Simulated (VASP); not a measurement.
A run of VASP 6.6.1 is set up as follows.

INCAR

```
SYSTEM = HC12
PREC = Accurate
ENCUT = 520
EDIFF = 1E-6
ISMEAR = 0
SIGMA = 0.05
LREAL = .False.
LASPH = .True.
NELM = 100
ALGO = Normal
ISIF = 2
LWAVE = .False.
LCHARG = .False.
NBANDS = 36
NELECT = 48.0
```

Contents of KPOINTS:

```
Automatic mesh
0
Gamma
  6 6 6
  0 0 0
```

The input POSCAR:

```
HC12
1.0
    1.7657489870     -3.5314979740     -1.7657489870
    3.5314979740     -1.7657489870      1.7657489870
   -1.7657489870     -3.5314979740      1.7657489870
C H
12 1
Direct
    0.2500000000      1.0000000000      0.2500000000
    0.0833333333      0.3333333333      0.7500000000
    0.9166666667      0.6666666667      0.2500000000
    0.7500000000      1.0000000000      0.7500000000
    0.5833333333      0.3333333333      0.2500000000
    0.4166666667      0.6666666667      0.7500000000
    0.9583333333      0.3333333333      0.1250000000
    0.7916666667      0.6666666667      0.6250000000
    0.6250000000      1.0000000000      0.1250000000
    0.4583333333      0.3333333333      0.6250000000
    0.2916666667      0.6666666667      0.1250000000
    0.1250000000      1.0000000000      0.6250000000
    1.2361111111      0.3611111111      0.3750000000
```

Potentials or basis: VASP PAW LDA potentials, release 64 (C, H).

Launch:

```sh
$ cat potpaw_LDA.64/C/POTCAR potpaw_LDA.64/H/POTCAR > POTCAR
$ mpirun -np 1 vasp_std > vasp.out
```

Problem. Estimate the largest force.

Solution. 1.445 eV/Å.

Forces on the atoms (eV/Å):
```
C   -0.741  0.406 -0.256
C   -0.827 -0.169  0.579
C    0.186  0.803  0.724
C    0.121  0.096 -0.166
C    0.423 -0.512 -0.951
C    0.055  0.231 -0.183
C    0.197  0.312 -0.207
C   -0.235 -0.030  0.963
C    0.039  0.477 -0.935
C   -0.337 -1.389  0.212
C    1.321  0.425 -0.043
C   -0.678 -0.016  0.144
H    0.476 -0.633  0.119
```

Caveat: the cell carries a net charge on a neutralising background, which shifts energy and pressure.
